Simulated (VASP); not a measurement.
A run of VASP 6.6.1 is set up as follows.

INCAR

```
PREC = Accurate
ENCUT = 520
EDIFF = 1E-6
ISMEAR = 0
SIGMA = 0.15
LREAL = F
LASPH = T
NELM = 100
ALGO = Fast
ISIF = 2
LWAVE = F
LCHARG = T
GGA = PS
LELF = T
LVHAR = T
NBANDS = 18
```

Contents of KPOINTS:

```
Automatic mesh
0
Gamma
  18 18 8
```

File POSCAR:

```
Al3Cu
1.0
    2.6157818611      0.0000000000      0.0000000000
    0.0000000000      2.6157818611      0.0000000000
    0.0000000000      0.0000000000      8.5855878886
Al Cu
3 1
Direct
    0.0000000000      0.0000000000      0.5000000000
    0.5000000000      0.5000000000      0.2206884206
    0.5000000000      0.5000000000      0.7793115794
    0.0000000000      0.0000000000      0.0000000000
```

Potentials or basis: VASP PAW PBE potentials, release 64 (Al, Cu).

Launch:

```bash
$ cat potpaw_PBE.64/Al/POTCAR potpaw_PBE.64/Cu/POTCAR > POTCAR
$ mpirun -np 1 vasp_std > vasp.out
```

What does it give for the largest force?

0.111 eV/Å.

What does it give for the pressure?

3.4 GPa.

Forces on the atoms (eV/Å):
```
Al   0.000  0.000  0.000
Al   0.000  0.000  0.111
Al   0.000  0.000 -0.111
Cu   0.000  0.000  0.000
```

Caveat: the stress differs along the axes, from -10 to 10 GPa; the PAW data sets were made with another functional, which shifts forces and pressure a little.
